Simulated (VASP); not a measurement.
# In6O (R-3) in VASP: single point with PBE

Aim: the single point of In6O with PBE.

All numbers are computed with VASP 6.6.1; they aren't measurements. Logs are shortened: lines on timing, memory, paths and dates and some standing lists are left out, and cuts for length are marked.

### 1 The cell of the first run

Symmetry: R-3, No. 148, trigonal system. The conventional cell has a = 5.971 Å, b = 5.971 Å, c = 16.586 Å, α = 90.00°, β = 90.00°, γ = 120.00°. In (site symmetry 1) has 1 O at 2.49 Å within 3.3 Å. Within 3.3 Å of O (site symmetry -3) lie 6 In at 2.49 Å.

### 2 Single point, PBE

The input, INCAR:

```
SYSTEM = In6O
  ALGO = Normal
  EDIFF = 1E-6
  ENCUT = 520
  GGA = PE
  ISIF = 2
  ISMEAR = 0
  LASPH = .TRUE.
  LCHARG = .FALSE.
  LREAL = .FALSE.
  LWAVE = .FALSE.
  NBANDS = 51
  NELM = 100
  PREC = Accurate
  SIGMA = 0.2
```

The input, KPOINTS:

```
k-points
0
G
  4 4 4
  0 0 0
```

The input, POSCAR:

```
In6O
1.0
    2.9856186019      1.7237477018      5.5285629282
   -2.9856186019      1.7237477018      5.5285629282
    0.0000000000     -3.4474954087      5.5285629266
In O
6 1
Direct
    0.9192511666      0.2567733191      0.5697407503
    0.5697407503      0.9192511666      0.2567733191
    0.0807488334      0.7432266809      0.4302592497
    0.7432266809      0.4302592497      0.0807488334
    0.2567733191      0.5697407503      0.9192511666
    0.4302592497      0.0807488334      0.7432266809
    0.0000000000      0.0000000000      0.0000000000
```

Potentials or basis: VASP PAW PBE potentials, release 64 (In_d, O).

Launch:

```bash
$ cat potpaw_PBE.64/In_d/POTCAR potpaw_PBE.64/O/POTCAR > POTCAR
$ mpirun -np 1 vasp_std > vasp.out
```

OUTCAR:

```text
SYSTEM = In6O
   EDIFF = 1E-6
   ENCUT = 520
   GGA = PE
   ISIF = 2
   ISMEAR = 0
   LASPH = .TRUE.
   LREAL = .FALSE.
   NELM = 100
   PREC = Accurate

 ion  position               nearest neighbor table
   1  0.919  0.257  0.570-   7 2.49   4 3.36   6 3.36   5 3.36   2 3.36   3 3.38   3 3.39   5 3.43
                             2 3.43   4 3.48   6 3.48   2 3.55   5 3.55
   2  0.570  0.919  0.257-   7 2.49   4 3.36   3 3.36   5 3.36   1 3.36   6 3.38   6 3.39   5 3.43
                             1 3.43   3 3.48   4 3.48   1 3.55   5 3.55
   3  0.081  0.743  0.430-   7 2.49   5 3.36   2 3.36   4 3.36   6 3.36   1 3.38   1 3.39   4 3.43
                             6 3.43   5 3.48   2 3.48   6 3.55   4 3.55
   4  0.743  0.430  0.081-   7 2.49   1 3.36   2 3.36   3 3.36   6 3.36   5 3.38   5 3.39   6 3.43
                             3 3.43   1 3.48   2 3.48   3 3.55   6 3.55
   5  0.257  0.570  0.919-   7 2.49   3 3.36   6 3.36   1 3.36   2 3.36   4 3.38   4 3.39   2 3.43
                             1 3.43   3 3.48   6 3.48   1 3.55   2 3.55
   6  0.430  0.081  0.743-   7 2.49   5 3.36   1 3.36   4 3.36   3 3.36   2 3.38   2 3.39   4 3.43
                             3 3.43   1 3.48   5 3.48   3 3.55   4 3.55
   7  0.000  0.000  0.000-   1 2.49   3 2.49   2 2.49   6 2.49   5 2.49   4 2.49

  LATTYP: Found a trigonal (rhomboedric) cell.
 ALAT       =     6.5153843038
 COS(alpha) =     0.5800297014

  Lattice vectors:

 A1 = (   2.9856186019,   1.7237477018,   5.5285629282)
 A2 = (  -2.9856186019,   1.7237477018,   5.5285629282)
 A3 = (   0.0000000000,  -3.4474954087,   5.5285629266)

Analysis of symmetry for initial positions (statically):
=====================================================================
 Subroutine PRICEL returns:
 Original cell was already a primitive cell.

 Routine SETGRP: Setting up the symmetry group for a
 trigonal (rhombohedral) supercell.

 Subroutine GETGRP returns: Found  6 space group operations
 (whereof  6 operations were pure point group operations)
 out of a pool of 12 trial point group operations.

The static configuration has the point symmetry S_6 .

Analysis of symmetry for dynamics (positions and initial velocities):
=====================================================================
 Subroutine PRICEL returns:
 Original cell was already a primitive cell.

 Routine SETGRP: Setting up the symmetry group for a
 trigonal (rhombohedral) supercell.

 Subroutine GETGRP returns: Found  6 space group operations
 (whereof  6 operations were pure point group operations)
 out of a pool of 12 trial point group operations.

The dynamic configuration has the point symmetry S_6 .

 Subroutine INISYM returns: Found  6 space group operations
 (whereof  6 operations are pure point group operations),
 and found     1 'primitive' translations

----------------------------------------------------------------------------------------

                                     Primitive cell

  volume of cell :     170.7149

  direct lattice vectors                    reciprocal lattice vectors
     2.985618602  1.723747702  5.528562928     0.167469482  0.096688550  0.060292944
    -2.985618602  1.723747702  5.528562928    -0.167469482  0.096688550  0.060292944
     0.000000000 -3.447495409  5.528562927     0.000000000 -0.193377101  0.060292944

  length of vectors
     6.515384304  6.515384304  6.515384304     0.202558491  0.202558491  0.202558491

  position of ions in fractional coordinates (direct lattice)
     0.919251167  0.256773319  0.569740750
     0.569740750  0.919251167  0.256773319
     0.080748833  0.743226681  0.430259250
     0.743226681  0.430259250  0.080748833
     0.256773319  0.569740750  0.919251167
     0.430259250  0.080748833  0.743226681
     0.000000000  0.000000000  0.000000000

  ion indices of the primitive-cell ions
   primitive index   ion index
                 1           1
                 2           2
                 3           3
                 4           4
                 5           5
                 6           6
                 7           7

----------------------------------------------------------------------------------------

 KPOINTS: k-points

Automatic generation of k-mesh.
 Grid dimensions read from file:
 generate k-points for:    4    4    4

 Generating k-lattice:

  Cartesian coordinates                     Fractional coordinates (reciprocal lattice)
     0.041867370  0.024172138  0.015073236     0.250000000  0.000000000  0.000000000
    -0.041867370  0.024172138  0.015073236     0.000000000  0.250000000  0.000000000
     0.000000000 -0.048344275  0.015073236     0.000000000  0.000000000  0.250000000

  Length of vectors
     0.050639623  0.050639623  0.050639623

  Shift w.r.t. Gamma in fractional coordinates (k-lattice)
     0.000000000  0.000000000  0.000000000

 Subroutine IBZKPT returns following result:
 ===========================================

 Found     14 irreducible k-points:

 Following reciprocal coordinates:
            Coordinates               Weight
  0.000000  0.000000  0.000000      1.000000
  0.250000  0.000000 -0.000000      6.000000
  0.500000  0.000000 -0.000000      3.000000
  0.250000  0.250000 -0.000000      6.000000
  0.500000  0.250000 -0.000000      6.000000
  0.500000  0.000000 -0.250000      6.000000
 -0.250000  0.250000  0.000000      6.000000
  0.500000  0.500000 -0.000000      3.000000
  0.250000  0.250000  0.250000      2.000000
  0.500000  0.250000  0.250000      6.000000
 -0.250000  0.250000  0.250000      6.000000
  0.500000  0.500000  0.250000      6.000000
 -0.250000  0.500000  0.250000      6.000000
  0.500000  0.500000  0.500000      1.000000
   k-points           NKPTS =     14   k-points in BZ     NKDIM =     14   number of bands    NBANDS=     51
   number of dos      NEDOS =    301   number of ions     NIONS =      7
   total plane-waves  NPLWV = 110592
   dimension x,y,z NGX =    48 NGY =   48 NGZ =   48
   dimension x,y,z NGXF=    96 NGYF=   96 NGZF=   96
   ions per type =               6   1
   NGX,Y,Z   is equivalent  to a cutoff of  12.25, 12.25, 12.25 a.u.
   NGXF,Y,Z  is equivalent  to a cutoff of  24.50, 24.50, 24.50 a.u.
 SYSTEM =  In6O
   PREC   = accura    normal or accurate (medium, high low for compatibility)
   ISTART =      0    job   : 0-new  1-cont  2-samecut
   ICHARG =      2    charge: 1-file 2-atom 10-const
   ISPIN  =      1    spin polarized calculation?
   LNONCOLLINEAR =      F non collinear calculations
   LSORBIT =      F    spin-orbit coupling
   LASPH  =      T    aspherical Exc in radial PAW
   ENCUT  =  520.0 eV  38.22 Ry    6.18 a.u.  12.11 12.11 12.11*2*pi/ulx,y,z
   NELM   =    100;   NELMIN=  2; NELMDL= -5     # of ELM steps
   EDIFF  = 0.1E-05   stopping-criterion for ELM
   LREAL  =      F    real-space projection
   EDIFFG = 0.1E-04   stopping-criterion for IOM
   NSW    =      0    number of steps for IOM
   IBRION =     -1    ionic relax: 0-MD 1-quasi-New 2-CG
   NFREE  =      0    steps in history (QN), initial steepest desc. (CG)
   ISIF   =      2    stress and relaxation
   ISYM   =      2    0-nonsym 1-usesym 2-fastsym
   POTIM  = 0.5000    time-step for ionic-motion
   TEBEG  =    0.0;   TEEND  =   0.0 temperature during run
   PSTRESS=    0.0 pullay stress
   NELECT =      84.0000    total number of electrons
   NUPDOWN=      -1.0000    fix difference up-down
   EMIN   =  10.00;   EMAX   =-10.00  energy-range for DOS
   EFERMI =   0.00;   METHOD = LEGACY
   ISMEAR =     0;   SIGMA  =   0.20  broadening in eV -4-tet -1-fermi 0-gaus
   EFERMI_NEDOS =   21; number of points for ismear=-14 and -15
   IALGO  =     38    algorithm
   IMIX   =      4    mixing-type and parameters
     AMIX     =   0.40;   BMIX     =  1.00
     AMIX_MAG =   1.60;   BMIX_MAG =  1.00
  volume/ion in A,a.u.               =      24.39       164.58
  Fermi-wavevector in a.u.,A,eV,Ry     =   1.292441  2.442359 22.727225  1.670404
  Thomas-Fermi vector in A             =   2.424149
   LORBIT       =      0    0 simple, 1 ext, 2 COOP (PROOUT), +10 PAW based schemes
   GGA     = PE    functional components
   LHFCALC =     F    Hartree Fock is set to
   AEXX    =    0.0000 exact exchange contribution
   IVDW    =     0    specifies the selected vdW correction
   LEPSILON=     F    determine dielectric tensor
   LRPA    =     F    only Hartree local field effects (RPA)
 non-spin polarized calculation
 Gauss-broadening in eV      SIGMA  =   0.20
  energy-cutoff  :      520.00
  volume of cell :      170.71
 maximum number of plane-waves:      4611
   NGX = 25   NGY = 25   NGZ = 25

 number of electron      84.0000014 magnetization

 Free energy of the ion-electron system (eV)
  ---------------------------------------------------
  ext. energy  EPLUGINS =         0.00000000
  ---------------------------------------------------
  free energy    TOTEN  =       -21.79394974 eV

  energy without entropy =      -21.73414239  energy(sigma->0) =      -21.76404606

 E-fermi :   6.9300     XC(G=0): -10.1163

 val. band max:        6.8942428142   @ k =   0.5000   0.5000   0.2500
 cond. band min:       6.9771812250   @ k =   0.5000   0.5000  -0.0000
 fundamental gap:      0.0829384108
 Fermi energy:         6.9300461141

 k-point     1 :       0.0000    0.0000    0.0000
  band No.  band energies     occupation
      1     -11.4153      2.00000
      2      -7.6775      2.00000
      3      -7.6720      2.00000
      4      -7.6720      2.00000
      5      -7.6664      2.00000
      6      -7.6619      2.00000
[... 43 lines left out ...]
     50      12.7625      0.00000
     51      12.7625      0.00000

 k-point     2 :       0.2500    0.0000   -0.0000
  band No.  band energies     occupation
      1     -11.4129      2.00000
      2      -7.7053      2.00000
      3      -7.6878      2.00000
      4      -7.6756      2.00000
      5      -7.6708      2.00000
      6      -7.6632      2.00000
[... 640 lines left out ...]
 k-point    14 :       0.5000    0.5000    0.5000
  band No.  band energies     occupation
      1     -11.4123      2.00000
      2      -7.7244      2.00000
      3      -7.6583      2.00000
      4      -7.6504      2.00000
      5      -7.6504      2.00000
      6      -7.6386      2.00000
[... 43 lines left out ...]
     50      10.8506      0.00000
     51      10.8506      0.00000

------------------------ aborting loop because EDIFF is reached ----------------------------------------

  FORCE on cell =-STRESS in cart. coord.  units (eV):
  Direction    XX          YY          ZZ          XY          YZ          ZX
  --------------------------------------------------------------------------------------
  -------------------------------------------------------------------------------------
  Total        0.2320629      0.2320629     -0.5047176     -0.0000002      0.0000000     -0.0000000
  in kB        2.1779339      2.1779339     -4.7368266     -0.0000016      0.0000000     -0.0000000
  external PRESSURE =      -0.1269863 kB  Pullay stress =       0.0000000 kB

 VOLUME and BASIS-vectors are now :
 -----------------------------------------------------------------------------
  energy-cutoff  :      520.00
  volume of cell :      170.71
      direct lattice vectors                 reciprocal lattice vectors
     2.985618602  1.723747702  5.528562928     0.167469482  0.096688550  0.060292944
    -2.985618602  1.723747702  5.528562928    -0.167469482  0.096688550  0.060292944
     0.000000000 -3.447495409  5.528562927     0.000000000 -0.193377101  0.060292944

 POSITION                                       TOTAL-FORCE (eV/Angst)
 -----------------------------------------------------------------------------------
      1.97791      0.06299      9.65157        -0.008258      0.020442      0.009099
     -1.04350      1.68142      9.65157        -0.013575     -0.017372      0.009099
     -1.97791     -0.06299      6.93412         0.008258     -0.020442     -0.009099
      0.93440      1.74441      6.93412        -0.021832      0.003070     -0.009099
     -0.93440     -1.74441      9.65157         0.021832     -0.003070      0.009099
      1.04350     -1.68142      6.93412         0.013575      0.017372     -0.009099
      0.00000      0.00000      0.00000         0.000000      0.000000     -0.000000
 -----------------------------------------------------------------------------------
    total drift:                               -0.000000      0.000000      0.000000

  FREE ENERGIE OF THE ION-ELECTRON SYSTEM (eV)
  ---------------------------------------------------
  free  energy   TOTEN  =       -21.7939497377 eV

  energy  without entropy=      -21.7341423906  energy(sigma->0) =      -21.76404606
```

It took 2.5 min on 1 thread of Intel Xeon Platinum 8488C (Sapphire Rapids), shared host; peak memory 0.35 GiB.

Results:

| Property | Result |
| --- | --- |
| Free energy | -21.7939 eV |
| Pressure | 0.0 GPa |
| Largest force | 0.024 eV/Å |
| Band gap on the k mesh | zero (band 42 reaches 7.94 eV, above the bottom of band 43 at 6.23 eV) |

Forces on the atoms (eV/Å):
```
In  -0.008  0.020  0.009
In  -0.014 -0.017  0.009
In   0.008 -0.020 -0.009
In  -0.022  0.003 -0.009
In   0.022 -0.003  0.009
In   0.014  0.017 -0.009
O    0.000  0.000  0.000
```

Stress tensor (GPa, compression positive):
```
 0.22  0.00  0.00
 0.00  0.22  0.00
 0.00  0.00 -0.47
```

Caveat: spin-orbit coupling is left out, which moves the levels of the heavy elements.
